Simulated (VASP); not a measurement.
A run of VASP 6.6.1 is set up as follows.

The input INCAR:

```
SYSTEM = Si16O31
ALGO     = Normal         ! electronic algorithm
EDIFF    = 1E-6           ! SCF threshold, eV
ENCUT    = 520            ! plane-wave cutoff, eV
GGA      = CA             ! functional
GGA_COMPAT= .FALSE.      
ISIF     = 2              ! what is computed and relaxed
ISMEAR   = 0              ! smearing method
ISPIN    = 2              ! spin polarisation
LASPH    = .TRUE.         ! aspherical terms in the spheres
LCHARG   = .FALSE.        ! write CHGCAR
LORBIT   = 11             ! projections on sites
LREAL    = Auto         
LWAVE    = .FALSE.        ! write WAVECAR
MAGMOM   = 0 0 0 0 0 0 0 0 0 0 0 0 0 0 0 0 0 0 0 0 0 0 0 0 0 0 0 0 0 0 0 0 0 0 0 0 0 0 0 1 0 0 0 0 0 0 0 ! initial moments
NBANDS   = 158            ! bands
NELECT   = 251.0        
NELM     = 200            ! most SCF steps
PREC     = Accurate       ! precision mode
SIGMA    = 0.02           ! smearing width, eV
```

File KPOINTS:

```
k-points
0
G
  1 1 2
  0 0 0
```

The input POSCAR:

```
Si16O31
1.0
    0.1638120000      6.0954500000      6.0878850000
    0.1638120000     -6.0954500000      6.0878850000
    6.9450000000      0.0000000000      0.0000000000
Si O
16 31
Direct
    0.1731020670      0.8955128207      0.6415809354
    0.3561659424      0.0761515931      0.0995161601
    0.3250310020      0.6055603364      0.8491657959
    0.1470732922      0.4278463814      0.4009030153
    0.3643348629      0.1800447320      0.5101586044
    0.5708463076      0.3792674372      0.7406342873
    0.1346073366      0.3192509143      0.9858426186
    0.9279301159      0.1143647633      0.7651309782
    0.6881193556      0.4195863422      0.1155260079
    0.8526030873      0.5711539243      0.6124764012
    0.8233757752      0.1199943214      0.3437930303
    0.6488798980      0.9114407576      0.9107364901
    0.8542883368      0.6413733492      0.0491090594
    0.0645245217      0.8876721264      0.2297387931
    0.6379157313      0.8278554714      0.4878477027
    0.4346928570      0.6203171409      0.2605624246
    0.7647349811      0.2731606890      0.2377985722
    0.5025859139     -0.0057675776      0.0071090397
    0.0133062397      0.7397841780      0.1156426097
    0.4871034602      0.7711240411      0.3757536068
    0.5761725414      0.3218557780      0.9624574949
    0.4037991355      0.1744798277      0.2837028693
    0.9116941441      0.1600601761      0.5406087911
    0.0980292746      0.3337662923      0.2130050707
    0.3136852306      0.0105425284      0.5841970512
    0.2354885661      0.9414404147      0.1607549604
    0.1893768330      0.4848526189      0.9050433753
    0.2700025837      0.5622868294      0.3473164485
    0.2710130804      0.1937552456      0.9507959935
    0.0576911532      0.9809367503      0.7906332986
    0.2244420923      0.3018560360      0.5461481351
    0.4501078829      0.5218840507      0.7101297860
    0.2473694652      0.7460424011      0.7374386533
    0.0030566805      0.5046755308      0.5055344265
    0.5151849930      0.2315365160      0.6212322879
    0.9800033639      0.2672473081      0.8781104582
    0.0749332774      0.8484296427      0.4582116518
    0.4081733966      0.6669995016      0.0375693173
    0.5919128810      0.8359880495      0.7133803705
    0.8984398828      0.6416636034     -0.1859893998
    0.7342835938      0.4280913817      0.6436195660
    0.6872052684      0.9960303093      0.4013586719
    0.7679458148      0.0499161061      0.8529066736
    0.7780280400      0.7039084033      0.4726332041
    0.5621681735      0.4859949606      0.2785282527
    0.7201510418      0.7843559729      0.0560420083
    0.9462722753      0.0325617721      0.2036572097
```

Potentials or basis: VASP PAW LDA potentials, release 64 (Si, O).

The run is started by

```sh
$ cat potpaw_LDA.64/Si/POTCAR potpaw_LDA.64/O/POTCAR > POTCAR
$ mpirun -np 1 vasp_std > vasp.out
```

(1) What does it give for the net moment?

(2) Predict the site moments.

(3) Estimate the largest force.

## Answers

(1) 1.00 μB per cell.

(2) Si -0.00, +0.00, +0.10, +0.13, +0.01 (each value once); O +0.00, +0.04, -0.00, +0.07, +0.01 (each value once) μB.

(3) 0.096 eV/Å.

Caveat: the k points lie up to 0.73 Å⁻¹ apart; the cell carries a net charge on a neutralising background, which shifts energy and pressure.
